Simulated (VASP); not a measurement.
**H16SO10: single point with PBE+D3(BJ)**

H16SO10:

```
O H S
1.0
     7.01629    0.00000    0.00000
     0.00000    7.01629    0.00000
     0.00000    0.00000    7.01629
O H S
10 16 1
Cartesian
  2.9472 3.0899 6.0165
  1.9209 2.1277 3.0242
  -0.4934 0.7734 6.6968
  5.1574 1.4626 4.0275
  7.1751 4.1509 4.8168
  5.3170 5.5510 1.0777
  1.1320 6.2243 3.1628
  6.5295 3.1464 1.7610
  4.0121 5.7748 4.3904
  2.8302 7.3288 5.8331
  2.1107 3.1250 5.4951
  3.5247 2.4401 5.4974
  1.0897 2.6173 2.9206
  2.5749 2.3568 2.3834
  0.3547 1.2845 6.7276
  -0.9927 1.2765 6.0366
  5.5789 1.9023 3.2483
  4.8119 0.6034 3.6813
  7.3952 4.9479 4.3446
  6.3383 3.8634 4.3945
  5.6319 6.3626 0.6581
  5.6133 5.7119 1.9567
  1.1847 7.2380 3.3610
  1.0957 6.2447 2.2237
  6.9628 2.5799 1.1207
  6.0005 3.8012 1.2530
  2.9089 5.9536 5.3358
```

```yaml
Program: VASP 6.6.1
Task: single point
Functional: PBE
Dispersion: D3(BJ)
Potentials_or_basis: VASP PAW PBE potentials, release 64 (O, H, S)
Cutoff: 520 eV
k_mesh: 1 × 1 × 1
Occupations: fermi-dirac, width 0.02 eV
Spin: no spin polarisation
Dipole_correction: no
Further_INCAR_settings: ALGO = Normal; EDIFF = 1e-06; NBANDS = 60
```

The pressure is -0.4 GPa and the largest force is 3.236 eV/Å. The band gap on the k mesh is 2.53 eV. The dispersion energy per atom is -0.034 eV.

Forces on the atoms (eV/Å):
```
O    0.455 -0.595 -0.803
O   -0.913 -1.381  1.552
O    1.024  0.638  0.451
O    0.155 -0.115 -0.579
O   -0.701 -1.449  0.582
O   -0.565 -0.490 -0.940
O   -0.188  2.397  2.166
O   -0.273  0.060  0.837
O   -0.280 -0.427  0.157
O   -0.547 -0.535  0.225
H    0.365 -0.029  0.076
H   -0.963  0.881  0.652
H    0.139  0.653 -0.384
H    0.638  0.648 -1.105
H   -0.334 -0.782 -0.128
H   -0.526 -0.034 -0.633
H   -0.201 -0.057  0.213
H    0.138  0.422  0.475
H    0.414  1.202 -0.821
H    0.262  0.083  0.305
H    0.295  0.511 -1.010
H    0.282  0.002  1.997
H    0.111 -1.687 -0.280
H    0.080 -0.406 -1.956
H    0.010 -0.362 -0.553
H    0.066  0.255 -0.105
S    1.058  0.597 -0.390
```

Stress tensor (GPa, compression positive):
```
-1.15 -0.31  0.22
-0.31 -1.14 -0.40
 0.22 -0.40  1.14
```

Levels at points of the mesh, in eV from the valence-band top:
```csv
k point,band 37,band 38,band 39,band 40,band 41,band 42,band 43,band 44,band 45,band 46
"(0.00, 0.00, 0.00)",-0.89,-0.75,-0.71,-0.35,0.00,2.53,4.36,6.66,6.92,7.25
```

Run time: 37 s on 1 thread of AMD EPYC 9R14 (Zen 4) (shared host), peak memory 0.36 GiB.

Caveat: the k points lie up to 0.90 Å⁻¹ apart.
